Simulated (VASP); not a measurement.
# Ni (Fm-3m) in VASP: notebook

The runs below take Ni through density of states, with LDA.

Program: VASP 6.6.1. These are calculated values, not measurements. Logs are shortened: lines on timing, memory, paths and dates and some standing lists are left out, and cuts for length are marked.

**1. The cell of the first run**

The structure is cubic, space group Fm-3m (No. 225). Conventional cell: a = 2.624 Å, b = 2.624 Å, c = 2.624 Å, α = 90.00°, β = 90.00°, γ = 90.00°. Ni (site symmetry m-3m) has 12 Ni at 1.86 Å within 2.5 Å.

**2. Density of states, LDA, collinear spin, ferromagnetic start (volume scaled by 0.45)**

File POSCAR:

```
Ni
1.0
    0.0000000000      1.3121974224      1.3121974224
    1.3121974224      0.0000000000      1.3121974224
    1.3121974224      1.3121974224      0.0000000000
Ni
1
Direct
    0.0000000000      0.0000000000      0.0000000000
```

File INCAR.step1:

```
PREC = Accurate ; ENCUT = 520
EDIFF = 1E-6 ; ISMEAR = -1
SIGMA = 0.08 ; LREAL = False
LASPH = True ; NELM = 150
ALGO = Normal ; ISIF = 2
LWAVE = False ; LCHARG = True
ISPIN = 2 ; MAGMOM = 1
LMAXMIX = 4 ; NBANDS = 15
```

File KPOINTS.step1:

```
Automatic mesh
0
Gamma
  18 18 18
```

File INCAR.step2:

```
PREC = Accurate ; ENCUT = 520
EDIFF = 1E-6 ; ISMEAR = -5
SIGMA = 0.08 ; LREAL = False
LASPH = True ; NELM = 150
ALGO = Normal ; ISIF = 2
LWAVE = False ; LCHARG = False
ISPIN = 2 ; MAGMOM = 1
LORBIT = 10 ; LMAXMIX = 4
NEDOS = 2001 ; ICHARG = 11
```

File KPOINTS.step2:

```
Automatic mesh
0
Gamma
  27 27 27
```

Potentials or basis: VASP PAW LDA potentials, release 64 (Ni).

Run with:

```bash
cat potpaw_LDA.64/Ni/POTCAR > POTCAR
cp INCAR.step1 INCAR
cp KPOINTS.step1 KPOINTS
mpirun -np 1 vasp_std > vasp.out
cp INCAR.step2 INCAR
cp KPOINTS.step2 KPOINTS
mpirun -np 1 vasp_std > vasp.out
```

OUTCAR:

```text
PREC = Accurate
   ENCUT = 520
   EDIFF = 1E-6
   ISMEAR = -5
   LREAL = False
   LASPH = True
   NELM = 150
   ISIF = 2
   ISPIN = 2
   LORBIT = 10
   ICHARG = 11

 ion  position               nearest neighbor table
   1  0.000  0.000  0.000-

  LATTYP: Found a face centered cubic cell.
 ALAT       =     2.6243948448

  Lattice vectors:

 A1 = (   0.0000000000,   1.3121974224,   1.3121974224)
 A2 = (   1.3121974224,   0.0000000000,   1.3121974224)
 A3 = (   1.3121974224,   1.3121974224,   0.0000000000)

Analysis of symmetry for initial positions (statically):
=====================================================================
 Subroutine PRICEL returns:
 Original cell was already a primitive cell.

 Routine SETGRP: Setting up the symmetry group for a
 face centered cubic supercell.

 Subroutine GETGRP returns: Found 48 space group operations
 (whereof 48 operations were pure point group operations)
 out of a pool of 48 trial point group operations.

The static configuration has the point symmetry O_h .

Analysis of symmetry for dynamics (positions and initial velocities):
=====================================================================
 Subroutine PRICEL returns:
 Original cell was already a primitive cell.

 Routine SETGRP: Setting up the symmetry group for a
 face centered cubic supercell.

 Subroutine GETGRP returns: Found 48 space group operations
 (whereof 48 operations were pure point group operations)
 out of a pool of 48 trial point group operations.

The dynamic configuration has the point symmetry O_h .

Analysis of structural, dynamic, and magnetic symmetry:
=====================================================================
 Subroutine PRICEL returns:
 Original cell was already a primitive cell.

 Routine SETGRP: Setting up the symmetry group for a
 face centered cubic supercell.

 Subroutine GETGRP returns: Found 48 space group operations
 (whereof 48 operations were pure point group operations)
 out of a pool of 48 trial point group operations.

The overall configuration has the point symmetry O_h .

 Subroutine INISYM returns: Found 48 space group operations
 (whereof 48 operations are pure point group operations),
 and found     1 'primitive' translations

----------------------------------------------------------------------------------------

                                     Primitive cell

  volume of cell :       4.5188

  direct lattice vectors                    reciprocal lattice vectors
     0.000000000  1.312197422  1.312197422    -0.381040224  0.381040224  0.381040224
     1.312197422  0.000000000  1.312197422     0.381040224 -0.381040224  0.381040224
     1.312197422  1.312197422  0.000000000     0.381040224  0.381040224 -0.381040224

  length of vectors
     1.855727391  1.855727391  1.855727391     0.659981028  0.659981028  0.659981028

  position of ions in fractional coordinates (direct lattice)
     0.000000000  0.000000000  0.000000000

  ion indices of the primitive-cell ions
   primitive index   ion index
                 1           1

----------------------------------------------------------------------------------------

 KPOINTS: Automatic mesh

Automatic generation of k-mesh.
 Grid dimensions read from file:
 generate k-points for:   27   27   27

 Generating k-lattice:

  Cartesian coordinates                     Fractional coordinates (reciprocal lattice)
    -0.014112601  0.014112601  0.014112601     0.037037037  0.000000000  0.000000000
     0.014112601 -0.014112601  0.014112601     0.000000000  0.037037037  0.000000000
     0.014112601  0.014112601 -0.014112601     0.000000000  0.000000000  0.037037037

  Length of vectors
     0.024443742  0.024443742  0.024443742

  Shift w.r.t. Gamma in fractional coordinates (k-lattice)
     0.000000000  0.000000000  0.000000000

 TETIRR: Found   2653 inequivalent tetrahedra from   118098

 Subroutine IBZKPT returns following result:
 ===========================================

 Found    560 irreducible k-points:

 Following reciprocal coordinates:
            Coordinates               Weight
  0.000000  0.000000  0.000000      1.000000
  0.037037  0.000000  0.000000      8.000000
  0.074074  0.000000  0.000000      8.000000
  0.111111  0.000000  0.000000      8.000000
  0.148148  0.000000  0.000000      8.000000
  0.185185  0.000000  0.000000      8.000000
[... 16 lines left out ...]
  0.333333  0.037037  0.000000     24.000000
  0.370370  0.037037  0.000000     24.000000
 [... further k-points ...]
   k-points           NKPTS =    560   k-points in BZ     NKDIM =    560   number of bands    NBANDS=     10
   number of dos      NEDOS =   2001   number of ions     NIONS =      1
   total plane-waves  NPLWV =   2744
   dimension x,y,z NGX =    14 NGY =   14 NGZ =   14
   dimension x,y,z NGXF=    28 NGYF=   28 NGZF=   28
   ions per type =               1
   NGX,Y,Z   is equivalent  to a cutoff of  12.54, 12.54, 12.54 a.u.
   NGXF,Y,Z  is equivalent  to a cutoff of  25.08, 25.08, 25.08 a.u.
 SYSTEM =  unknown system
   PREC   = accura    normal or accurate (medium, high low for compatibility)
   ISTART =      0    job   : 0-new  1-cont  2-samecut
   ICHARG =     11    charge: 1-file 2-atom 10-const
   ISPIN  =      2    spin polarized calculation?
   LNONCOLLINEAR =      F non collinear calculations
   LSORBIT =      F    spin-orbit coupling
   LASPH  =      T    aspherical Exc in radial PAW
   ENCUT  =  520.0 eV  38.22 Ry    6.18 a.u.   3.45  3.45  3.45*2*pi/ulx,y,z
   NELM   =    150;   NELMIN=  2; NELMDL=  0     # of ELM steps
   EDIFF  = 0.1E-05   stopping-criterion for ELM
   LREAL  =      F    real-space projection
   EDIFFG = 0.1E-04   stopping-criterion for IOM
   NSW    =      0    number of steps for IOM
   IBRION =     -1    ionic relax: 0-MD 1-quasi-New 2-CG
   NFREE  =      0    steps in history (QN), initial steepest desc. (CG)
   ISIF   =      2    stress and relaxation
   ISYM   =      2    0-nonsym 1-usesym 2-fastsym
   POTIM  = 0.5000    time-step for ionic-motion
   TEBEG  =    0.0;   TEEND  =   0.0 temperature during run
   PSTRESS=    0.0 pullay stress
   NELECT =      10.0000    total number of electrons
   NUPDOWN=      -1.0000    fix difference up-down
   EMIN   =  10.00;   EMAX   =-10.00  energy-range for DOS
   EFERMI =   0.00;   METHOD = LEGACY
   ISMEAR =    -5;   SIGMA  =   0.08  broadening in eV -4-tet -1-fermi 0-gaus
   EFERMI_NEDOS =   21; number of points for ismear=-14 and -15
   IALGO  =     38    algorithm
   IMIX   =      4    mixing-type and parameters
     AMIX     =   0.40;   BMIX     =  1.00
     AMIX_MAG =   1.60;   BMIX_MAG =  1.00
  volume/ion in A,a.u.               =       4.52        30.49
  Fermi-wavevector in a.u.,A,eV,Ry     =   2.133367  4.031480 61.923603  4.551256
  Thomas-Fermi vector in A             =   3.114488
   LORBIT       =     10    0 simple, 1 ext, 2 COOP (PROOUT), +10 PAW based schemes
   GGA     = CA    functional components
   LHFCALC =     F    Hartree Fock is set to
   AEXX    =    0.0000 exact exchange contribution
   IVDW    =     0    specifies the selected vdW correction
   LEPSILON=     F    determine dielectric tensor
   LRPA    =     F    only Hartree local field effects (RPA)
 spin polarized calculation
 Fermi weights with tetrahedron method with Bloechl corrections
  energy-cutoff  :      520.00
  volume of cell :        4.52
 maximum number of plane-waves:       130
 NGX is ok and might be reduce to    14

 number of electron      10.0000002 magnetization      -0.0001674

 Free energy of the ion-electron system (eV)
  ---------------------------------------------------
  ext. energy  EPLUGINS =         0.00000000
  ---------------------------------------------------
  free energy    TOTEN  =         4.13201542 eV

  energy without entropy =        4.13201542  energy(sigma->0) =        4.13201542

 E-fermi :  29.9718     XC(G=0): -19.6262

 val. band max:       30.0127064553   @ k =   0.4444   0.1481   0.0000
 cond. band min:      29.7856186136   @ k =   0.4444   0.0000   0.0000
 fundamental gap:     -0.2270878417
 Fermi energy:        29.9718221940

 spin component 1

 k-point     1 :       0.0000    0.0000    0.0000
  band No.  band energies     occupation
      1      14.0128      1.00000
      2      23.1246      1.00000
      3      23.1246      1.00000
      4      23.1246      1.00000
      5      27.2782      1.00000
      6      27.2782      1.00000
      7      58.7830      0.00000
      8      70.7694      0.00000
      9      70.7694      0.00000
     10      70.7938      0.00000

 k-point     2 :       0.0370    0.0000    0.0000
  band No.  band energies     occupation
      1      14.1264      1.00000
      2      23.0604      1.00000
      3      23.1681      1.00000
      4      23.1681      1.00000
      5      27.2490      1.00000
      6      27.2490      1.00000
      7      58.8994      0.00000
      8      69.7784      0.00000
      9      70.8769      0.00000
     10      71.6894      0.00000

 k-point     3 :       0.0741    0.0000    0.0000
  band No.  band energies     occupation
      1      14.4594      1.00000
      2      22.8807      1.00000
      3      23.2915      1.00000
      4      23.2915      1.00000
      5      27.1705      1.00000
      6      27.1705      1.00000
      7      59.2279      0.00000
      8      67.7088      0.00000
      9      71.1971      0.00000
     10      71.3097      0.00000
[... 248 lines left out ...]
 k-point    23 :       0.3333    0.0370    0.0000
  band No.  band energies     occupation
      1      17.3840      1.00000
      2      23.3378      1.00000
      3      23.5381      1.00000
      4      24.2177      1.00000
      5      28.3175      1.00000
      6      28.6818      1.00000
      7      52.6500      0.00000
      8      59.6051      0.00000
      9      72.6870      0.00000
     10      72.8781      0.00000

 k-point    24 :       0.3704    0.0370    0.0000
  band No.  band energies     occupation
      1      17.1962      1.00000
      2      23.1081      1.00000
      3      23.3303      1.00000
      4      25.4089      1.00000
      5      28.9996      1.00000
      6      29.1480      1.08398
      7      50.8281      0.00000
      8      58.8104      0.00000
      9      72.3659      0.00000
     10      72.8492      0.00000

 [... further k-points ...]

 spin component 2

 k-point     1 :       0.0000    0.0000    0.0000
  band No.  band energies     occupation
      1      14.0127      1.00000
      2      23.1245      1.00000
      3      23.1245      1.00000
      4      23.1245      1.00000
      5      27.2780      1.00000
      6      27.2780      1.00000
      7      58.7830      0.00000
      8      70.7694      0.00000
      9      70.7694      0.00000
     10      70.8244      0.00000

 k-point     2 :       0.0370    0.0000    0.0000
  band No.  band energies     occupation
      1      14.1264      1.00000
      2      23.0602      1.00000
      3      23.1680      1.00000
      4      23.1680      1.00000
      5      27.2487      1.00000
      6      27.2487      1.00000
      7      58.8994      0.00000
      8      69.7784      0.00000
      9      70.8769      0.00000
     10      70.8978      0.00000

 k-point     3 :       0.0741    0.0000    0.0000
  band No.  band energies     occupation
      1      14.4594      1.00000
      2      22.8806      1.00000
      3      23.2914      1.00000
      4      23.2914      1.00000
      5      27.1702      1.00000
      6      27.1702      1.00000
      7      59.2279      0.00000
      8      67.7088      0.00000
      9      71.1971      0.00000
     10      72.7130      0.00000
[... 248 lines left out ...]
 k-point    23 :       0.3333    0.0370    0.0000
  band No.  band energies     occupation
      1      17.3840      1.00000
      2      23.3376      1.00000
      3      23.5379      1.00000
      4      24.2176      1.00000
      5      28.3173      1.00000
      6      28.6816      1.00000
      7      52.6500      0.00000
      8      59.6051      0.00000
      9      72.6870      0.00000
     10      72.8781      0.00000

 k-point    24 :       0.3704    0.0370    0.0000
  band No.  band energies     occupation
      1      17.1961      1.00000
      2      23.1080      1.00000
      3      23.3302      1.00000
      4      25.4089      1.00000
      5      28.9994      1.00000
      6      29.1478      1.08395
      7      50.8280      0.00000
      8      58.8104      0.00000
      9      72.3672      0.00000
     10      72.8516      0.00000

 [... further k-points ...]
[... 5 lines left out ...]
  --------------------------------------------------------------------------------------
  -------------------------------------------------------------------------------------
  Total       36.5965742     36.5965742     36.5965742      0.0000000      0.0000000      0.0000000
  in kB    12975.4813697  12975.4813697  12975.4813697      0.0000000      0.0000000      0.0000000
  external PRESSURE =   12975.4813697 kB  Pullay stress =       0.0000000 kB

 VOLUME and BASIS-vectors are now :
 -----------------------------------------------------------------------------
  energy-cutoff  :      520.00
  volume of cell :        4.52
      direct lattice vectors                 reciprocal lattice vectors
     0.000000000  1.312197422  1.312197422    -0.381040224  0.381040224  0.381040224
     1.312197422  0.000000000  1.312197422     0.381040224 -0.381040224  0.381040224
     1.312197422  1.312197422  0.000000000     0.381040224  0.381040224 -0.381040224

 POSITION                                       TOTAL-FORCE (eV/Angst)
 -----------------------------------------------------------------------------------
      0.00000      0.00000      0.00000        -0.000000     -0.000000     -0.000000
 -----------------------------------------------------------------------------------
    total drift:                               -0.000000      0.000000      0.000000

  FREE ENERGIE OF THE ION-ELECTRON SYSTEM (eV)
  ---------------------------------------------------
  free  energy   TOTEN  =         4.1320154243 eV

  energy  without entropy=        4.1320154243  energy(sigma->0) =        4.13201542

 total charge

# of ion       s       p       d       tot
------------------------------------------
    1        1.143   1.907   9.872  12.923

 magnetization (x)

# of ion       s       p       d       tot
------------------------------------------
    1        0.000   0.000  -0.000  -0.000
```

Run time: 26 s. Hardware: 1 thread of AMD EPYC 9R45 (Zen 5), shared host; peak memory 0.12 GiB.

Results:

```yaml
Net_moment: 0.00 μB per cell
```

Caveat: tetrahedron occupations give inexact forces and stress in metals.

**3. Density of states, LDA, collinear spin, ferromagnetic start (volume scaled by 0.45)**

POSCAR is that of step 2.

File INCAR.step1:

```
SYSTEM = Ni
PREC = Accurate ; ENCUT = 520
EDIFF = 1E-6 ; ISMEAR = -1
SIGMA = 0.08 ; LREAL = .False.
LASPH = .True. ; NELM = 150
ALGO = Normal ; ISIF = 2
LWAVE = .False. ; LCHARG = .True.
ISPIN = 2 ; MAGMOM = 1
LMAXMIX = 4 ; NBANDS = 15
```

File KPOINTS.step1:

```
regular mesh
0
Gamma
  18 18 18
  0 0 0
```

File INCAR.step2:

```
SYSTEM = Ni
PREC = Accurate ; ENCUT = 520
EDIFF = 1E-6 ; ISMEAR = -5
SIGMA = 0.08 ; LREAL = .False.
LASPH = .True. ; NELM = 150
ALGO = Normal ; ISIF = 2
LWAVE = .False. ; LCHARG = .False.
ISPIN = 2 ; MAGMOM = 1
LORBIT = 11 ; LMAXMIX = 4
NEDOS = 1001 ; ICHARG = 11
```

File KPOINTS.step2:

```
regular mesh
0
Gamma
  27 27 27
  0 0 0
```

Potentials or basis: VASP PAW LDA potentials, release 64 (Ni).

Run with:

```bash
cat potpaw_LDA.64/Ni/POTCAR > POTCAR
cp INCAR.step1 INCAR
cp KPOINTS.step1 KPOINTS
mpirun -np 1 vasp_std > vasp.out
cp INCAR.step2 INCAR
cp KPOINTS.step2 KPOINTS
mpirun -np 1 vasp_std > vasp.out
```

It took 26 s on 1 thread of AMD EPYC 9R45 (Zen 5), shared host; peak memory 0.12 GiB.

It converged, with:

* Net moment: 0.00 μB per cell

Levels at points of the mesh, in eV from the Fermi level:
Spin up:
| k point | band 1 | band 2 | band 3 | band 4 | band 5 | band 6 | band 7 | band 8 | band 9 | band 10 |
| --- | --- | --- | --- | --- | --- | --- | --- | --- | --- | --- |
| (0.00, 0.00, 0.00) | -15.96 | -6.85 | -6.85 | -6.85 | -2.69 | -2.69 | 28.81 | 40.80 | 40.80 | 40.82 |
Spin down:
| k point | band 3 | band 4 | band 5 | band 6 | band 7 | band 8 |
| --- | --- | --- | --- | --- | --- | --- |
| (0.00, 0.00, 0.00) | -6.85 | -6.85 | -2.69 | -2.69 | 28.81 | 40.80 |

Caveat: tetrahedron occupations give inexact forces and stress in metals.
